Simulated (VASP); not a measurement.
Runs of VASP 6.6.1 on Ir. The structure is that of space group Fm-3m (No. 225), or close to it. The cells are those of the table. 

```tsv
task	cell	k mesh	cutoff (eV)	smearing	k mesh for the DOS	occupations for the DOS	gap on the mesh (eV)	pressure (GPa)	relaxed volume (Å³/atom)
relaxation of cell and atoms	relaxed from a = 2.741 Å, angles 60.0°, 1 atom	18 × 18 × 18	600	gaussian 0.1 eV	-	-	none	0.0	14.52
relaxation of cell and atoms	relaxed from a = 2.737 Å, angles 60.0°, 1 atom	20 × 20 × 20	500	fermi-dirac 0.15 eV	-	-	none	0.0	(a)
single point	a = 2.741 Å, angles 60.0°, 1 atom	8 × 8 × 8	520	gaussian 0.1 eV	-	-	none	0.4	-
single point	a = 2.738 Å, angles 60.0°, 1 atom	20 × 20 × 20	500	fermi-dirac 0.15 eV	-	-	none	0.5	-
single point	a = 2.737 Å, angles 60.0°, 1 atom	18 × 18 × 18	520	gaussian 0.1 eV	-	-	none	0.5	-
```

Alike in all rows: level PBE; potentials or basis VASP PAW PBE potentials, release 64 (Ir); no spin polarisation.

Q: Estimate the missing entries.

A: (a) 14.54.

Caveats: spin-orbit coupling is left out, which moves the levels of the heavy elements.

A k mesh can miss the band edges, and the runs leave out spin-orbit coupling on Ir.

A gap of «none» marks levels without a gap at the run's occupations.
